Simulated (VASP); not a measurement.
# As (Fmmm) in VASP: single point with PBE

Aim: the single point of As with PBE.

All numbers are computed with VASP 6.6.1; they aren't measurements. Logs are shortened: lines on timing, memory, paths and dates and some standing lists are left out, and cuts for length are marked.

## Step 1: The cell of the first run

The structure is orthorhombic, space group Fmmm (No. 69). Conventional cell: a = 3.847 Å, b = 5.485 Å, c = 8.705 Å, α = 90.00°, β = 90.00°, γ = 90.00°. As (site symmetry mm2) has 1 As at 1.52 Å within 2.0 Å.

## Step 2: Single point, PBE

Input file INCAR:

```
SYSTEM = As
PREC     = Accurate       ! precision mode
ENCUT    = 510            ! plane-wave cutoff, eV
EDIFF    = 1E-6           ! SCF threshold, eV
ISMEAR   = 0              ! smearing method
SIGMA    = 0.1            ! smearing width, eV
LREAL    = .FALSE.        ! projectors in reciprocal space
LASPH    = .TRUE.         ! aspherical terms in the spheres
NELM     = 120            ! most SCF steps
ALGO     = Normal         ! electronic algorithm
ISIF     = 2              ! what is computed and relaxed
LWAVE    = .FALSE.        ! write WAVECAR
LCHARG   = .FALSE.        ! write CHGCAR
GGA      = PE             ! functional
NBANDS   = 22             ! bands
GGA_COMPAT= .FALSE.
```

Input file KPOINTS:

```
regular mesh
0
G
  6 6 6
  0 0 0
```

Input file POSCAR:

```
As
1.0
    0.0000000000      2.7424906175      4.3525514185
    1.9237318234      0.0000000000      4.3525514185
    1.9237318234      2.7424906175      0.0000000000
As
2
Direct
    0.0871000000      0.0871000000      0.9129000000
    0.9129000000      0.9129000000      0.0871000000
```

Potentials or basis: VASP PAW PBE potentials, release 64 (As_d).

Launch:

```console
cat potpaw_PBE.64/As_d/POTCAR > POTCAR
mpirun -np 1 vasp_std > vasp.out
```

OUTCAR:

```text
SYSTEM = As
   PREC = Accurate
   ENCUT = 510
   EDIFF = 1E-6
   ISMEAR = 0
   LREAL = .FALSE.
   LASPH = .TRUE.
   NELM = 120
   ISIF = 2
   GGA = PE

 ion  position               nearest neighbor table
   1  0.087  0.087  0.913-   2 1.52
   2  0.913  0.913  0.087-   1 1.52

  LATTYP: Found a face centered orthorhombic cell.
 ALAT       =     3.8474636468
 B/A-ratio  =     1.4256096324
 C/A-ratio  =     2.2625562282

  Lattice vectors:

 A1 = (   0.0000000000,   2.7424906175,   4.3525514185)
 A2 = (   1.9237318234,   0.0000000000,   4.3525514185)
 A3 = (   1.9237318234,   2.7424906175,   0.0000000000)

Analysis of symmetry for initial positions (statically):
=====================================================================
 Subroutine PRICEL returns:
 Original cell was already a primitive cell.

 Routine SETGRP: Setting up the symmetry group for a
 face centered orthorhombic supercell.

 Subroutine GETGRP returns: Found  8 space group operations
 (whereof  8 operations were pure point group operations)
 out of a pool of  8 trial point group operations.

The static configuration has the point symmetry D_2h.

Analysis of symmetry for dynamics (positions and initial velocities):
=====================================================================
 Subroutine PRICEL returns:
 Original cell was already a primitive cell.

 Routine SETGRP: Setting up the symmetry group for a
 face centered orthorhombic supercell.

 Subroutine GETGRP returns: Found  8 space group operations
 (whereof  8 operations were pure point group operations)
 out of a pool of  8 trial point group operations.

The dynamic configuration has the point symmetry D_2h.

 Subroutine INISYM returns: Found  8 space group operations
 (whereof  8 operations are pure point group operations),
 and found     1 'primitive' translations

----------------------------------------------------------------------------------------

                                     Primitive cell

  volume of cell :      45.9265

  direct lattice vectors                    reciprocal lattice vectors
     0.000000000  2.742490618  4.352551419    -0.259911488  0.182316029  0.114875151
     1.923731823  0.000000000  4.352551419     0.259911488 -0.182316029  0.114875151
     1.923731823  2.742490618  0.000000000     0.259911488  0.182316029 -0.114875151

  length of vectors
     5.144507619  4.758723356  3.349925210     0.337623187  0.337623187  0.337623187

  position of ions in fractional coordinates (direct lattice)
     0.087100000  0.087100000  0.912900000
     0.912900000  0.912900000  0.087100000

  ion indices of the primitive-cell ions
   primitive index   ion index
                 1           1
                 2           2

----------------------------------------------------------------------------------------

 KPOINTS: regular mesh

Automatic generation of k-mesh.
 Grid dimensions read from file:
 generate k-points for:    6    6    6

 Generating k-lattice:

  Cartesian coordinates                     Fractional coordinates (reciprocal lattice)
    -0.043318581  0.030386005  0.019145858     0.166666667 -0.000000000  0.000000000
     0.043318581 -0.030386005  0.019145858    -0.000000000  0.166666667  0.000000000
     0.043318581  0.030386005 -0.019145858     0.000000000  0.000000000  0.166666667

  Length of vectors
     0.056270531  0.056270531  0.056270531

  Shift w.r.t. Gamma in fractional coordinates (k-lattice)
     0.000000000  0.000000000  0.000000000

 Subroutine IBZKPT returns following result:
 ===========================================

 Found     46 irreducible k-points:

 Following reciprocal coordinates:
            Coordinates               Weight
  0.000000  0.000000  0.000000      1.000000
  0.166667  0.000000  0.000000      8.000000
  0.333333  0.000000 -0.000000      8.000000
  0.500000  0.000000 -0.000000      4.000000
  0.166667  0.166667  0.000000      2.000000
  0.333333  0.166667 -0.000000      8.000000
[... 16 lines left out ...]
 -0.166667  0.166667  0.166667      8.000000
  0.500000  0.333333  0.166667      4.000000
 [... further k-points ...]
   k-points           NKPTS =     46   k-points in BZ     NKDIM =     46   number of bands    NBANDS=     22
   number of dos      NEDOS =    301   number of ions     NIONS =      2
   total plane-waves  NPLWV =  40320
   dimension x,y,z NGX =    40 NGY =   36 NGZ =   28
   dimension x,y,z NGXF=    80 NGYF=   72 NGZF=   56
   ions per type =               2
   NGX,Y,Z   is equivalent  to a cutoff of  12.93, 12.58, 13.90 a.u.
   NGXF,Y,Z  is equivalent  to a cutoff of  25.85, 25.15, 27.79 a.u.
 SYSTEM =  As
   PREC   = accura    normal or accurate (medium, high low for compatibility)
   ISTART =      0    job   : 0-new  1-cont  2-samecut
   ICHARG =      2    charge: 1-file 2-atom 10-const
   ISPIN  =      1    spin polarized calculation?
   LNONCOLLINEAR =      F non collinear calculations
   LSORBIT =      F    spin-orbit coupling
   LASPH  =      T    aspherical Exc in radial PAW
   ENCUT  =  510.0 eV  37.48 Ry    6.12 a.u.   9.47  8.76  6.17*2*pi/ulx,y,z
   NELM   =    120;   NELMIN=  2; NELMDL= -5     # of ELM steps
   EDIFF  = 0.1E-05   stopping-criterion for ELM
   LREAL  =      F    real-space projection
   EDIFFG = 0.1E-04   stopping-criterion for IOM
   NSW    =      0    number of steps for IOM
   IBRION =     -1    ionic relax: 0-MD 1-quasi-New 2-CG
   NFREE  =      0    steps in history (QN), initial steepest desc. (CG)
   ISIF   =      2    stress and relaxation
   ISYM   =      2    0-nonsym 1-usesym 2-fastsym
   POTIM  = 0.5000    time-step for ionic-motion
   TEBEG  =    0.0;   TEEND  =   0.0 temperature during run
   PSTRESS=    0.0 pullay stress
   NELECT =      30.0000    total number of electrons
   NUPDOWN=      -1.0000    fix difference up-down
   EMIN   =  10.00;   EMAX   =-10.00  energy-range for DOS
   EFERMI =   0.00;   METHOD = LEGACY
   ISMEAR =     0;   SIGMA  =   0.10  broadening in eV -4-tet -1-fermi 0-gaus
   EFERMI_NEDOS =   21; number of points for ismear=-14 and -15
   IALGO  =     38    algorithm
   IMIX   =      4    mixing-type and parameters
     AMIX     =   0.40;   BMIX     =  1.00
     AMIX_MAG =   1.60;   BMIX_MAG =  1.00
  volume/ion in A,a.u.               =      22.96       154.96
  Fermi-wavevector in a.u.,A,eV,Ry     =   1.420455  2.684270 27.452360  2.017692
  Thomas-Fermi vector in A             =   2.541368
   LORBIT       =      0    0 simple, 1 ext, 2 COOP (PROOUT), +10 PAW based schemes
   GGA     = PE    functional components
   LHFCALC =     F    Hartree Fock is set to
   AEXX    =    0.0000 exact exchange contribution
   IVDW    =     0    specifies the selected vdW correction
   LEPSILON=     F    determine dielectric tensor
   LRPA    =     F    only Hartree local field effects (RPA)
 non-spin polarized calculation
 Gauss-broadening in eV      SIGMA  =   0.10
  energy-cutoff  :      510.00
  volume of cell :       45.93
 maximum number of plane-waves:      1216
 NGX is ok and might be reduce to    40
   NGX = 19   NGY = 17   NGZ = 13

 number of electron      29.9999992 magnetization

 Free energy of the ion-electron system (eV)
  ---------------------------------------------------
  ext. energy  EPLUGINS =         0.00000000
  ---------------------------------------------------
  free energy    TOTEN  =         4.82048816 eV

  energy without entropy =        4.82413573  energy(sigma->0) =        4.82231195

 E-fermi :   2.6914     XC(G=0):  -9.9609

 val. band max:        2.6406957926   @ k =  -0.1667   0.3333   0.5000
 cond. band min:       2.7416008500   @ k =  -0.1667   0.3333   0.3333
 fundamental gap:      0.1009050574
 Fermi energy:         2.6914351297

 k-point     1 :       0.0000    0.0000    0.0000
  band No.  band energies     occupation
      1     -36.0565      2.00000
      2     -34.8251      2.00000
      3     -34.8165      2.00000
      4     -33.7151      2.00000
      5     -33.7062      2.00000
      6     -33.4600      2.00000
[... 14 lines left out ...]
     21      13.3875      0.00000
     22      13.4016      0.00000

 k-point     2 :       0.1667    0.0000    0.0000
  band No.  band energies     occupation
      1     -36.0561      2.00000
      2     -34.8261      2.00000
      3     -34.8171      2.00000
      4     -33.7135      2.00000
      5     -33.7060      2.00000
      6     -33.4593      2.00000
[... 14 lines left out ...]
     21      13.1039      0.00000
     22      14.1247      0.00000

 k-point     3 :       0.3333    0.0000   -0.0000
  band No.  band energies     occupation
      1     -36.0554      2.00000
      2     -34.8283      2.00000
      3     -34.8183      2.00000
      4     -33.7115      2.00000
      5     -33.7043      2.00000
      6     -33.4581      2.00000
[... 14 lines left out ...]
     21      13.4389      0.00000
     22      16.1496      0.00000

 k-point     4 :       0.5000    0.0000   -0.0000
  band No.  band energies     occupation
      1     -36.0551      2.00000
      2     -34.8295      2.00000
      3     -34.8187      2.00000
      4     -33.7113      2.00000
      5     -33.7028      2.00000
      6     -33.4576      2.00000
[... 14 lines left out ...]
     21      15.5955      0.00000
     22      16.1273      0.00000

 k-point     5 :       0.1667    0.1667    0.0000
  band No.  band energies     occupation
      1     -36.0562      2.00000
      2     -34.8260      2.00000
      3     -34.8164      2.00000
      4     -33.7152      2.00000
      5     -33.7061      2.00000
      6     -33.4599      2.00000
[... 417 lines left out ...]
 k-point    22 :      -0.3333    0.1667    0.1667
  band No.  band energies     occupation
      1     -36.0548      2.00000
      2     -34.8298      2.00000
      3     -34.8196      2.00000
      4     -33.7095      2.00000
      5     -33.7033      2.00000
      6     -33.4571      2.00000
[... 14 lines left out ...]
     21      14.0744      0.00000
     22      15.2973      0.00000

 k-point    23 :      -0.1667    0.1667    0.1667
  band No.  band energies     occupation
      1     -36.0551      2.00000
      2     -34.8291      2.00000
      3     -34.8189      2.00000
      4     -33.7093      2.00000
      5     -33.7048      2.00000
      6     -33.4571      2.00000
[... 14 lines left out ...]
     21      15.1276      0.00000
     22      15.5515      0.00000

 k-point    24 :       0.5000    0.3333    0.1667
  band No.  band energies     occupation
      1     -36.0553      2.00000
      2     -34.8283      2.00000
      3     -34.8177      2.00000
      4     -33.7115      2.00000
      5     -33.7068      2.00000
      6     -33.4587      2.00000
[... 14 lines left out ...]
     21      11.6904      0.00000
     22      14.0395      0.00000

 [... further k-points ...]

------------------------ aborting loop because EDIFF is reached ----------------------------------------

  FORCE on cell =-STRESS in cart. coord.  units (eV):
  Direction    XX          YY          ZZ          XY          YZ          ZX
  --------------------------------------------------------------------------------------
  -------------------------------------------------------------------------------------
  Total        2.8863006      4.2951192     84.8106918      0.0000000      0.0000000      0.0000000
  in kB      100.6905134    149.8380863   2958.6773183      0.0000000      0.0000000      0.0000000
  external PRESSURE =    1069.7353060 kB  Pullay stress =       0.0000000 kB

 VOLUME and BASIS-vectors are now :
 -----------------------------------------------------------------------------
  energy-cutoff  :      510.00
  volume of cell :       45.93
      direct lattice vectors                 reciprocal lattice vectors
     0.000000000  2.742490618  4.352551419    -0.259911488  0.182316029  0.114875151
     1.923731823  0.000000000  4.352551419     0.259911488 -0.182316029  0.114875151
     1.923731823  2.742490618  0.000000000     0.259911488  0.182316029 -0.114875151

 POSITION                                       TOTAL-FORCE (eV/Angst)
 -----------------------------------------------------------------------------------
      1.92373      2.74249      0.75821         0.000000      0.000000     55.992151
      1.92373      2.74249      7.94689         0.000000      0.000000    -55.992151
 -----------------------------------------------------------------------------------
    total drift:                                0.000000      0.000000      0.000000

  FREE ENERGIE OF THE ION-ELECTRON SYSTEM (eV)
  ---------------------------------------------------
  free  energy   TOTEN  =         4.8204881624 eV

  energy  without entropy=        4.8241357276  energy(sigma->0) =        4.82231195
```

Run time: 58 s. Hardware: 1 thread of Intel Xeon Platinum 8375C at 2.90GHz (Ice Lake), shared host; peak memory 0.2 GiB.

Results:

| Quantity | Value |
| --- | --- |
| Free energy | 4.8205 eV |
| Pressure | 107.0 GPa |
| Largest force | 55.992 eV/Å |
| Band gap on the k mesh | zero (bands 15 and 16 overlap by 0.66 eV) |

Forces on the atoms (eV/Å):
```
As    0.000   0.000  55.992
As    0.000   0.000 -55.992
```

Caveat: atoms lie so close that the PAW spheres overlap strongly, which falsifies energies and pressures; the stress differs along the axes, from 10 to 296 GPa; forces of over 1 eV/Å act on the atoms, so gaps and moduli don't describe the material at rest.

The gap in the log of VASP goes by the Fermi energy; the results here count the filled bands.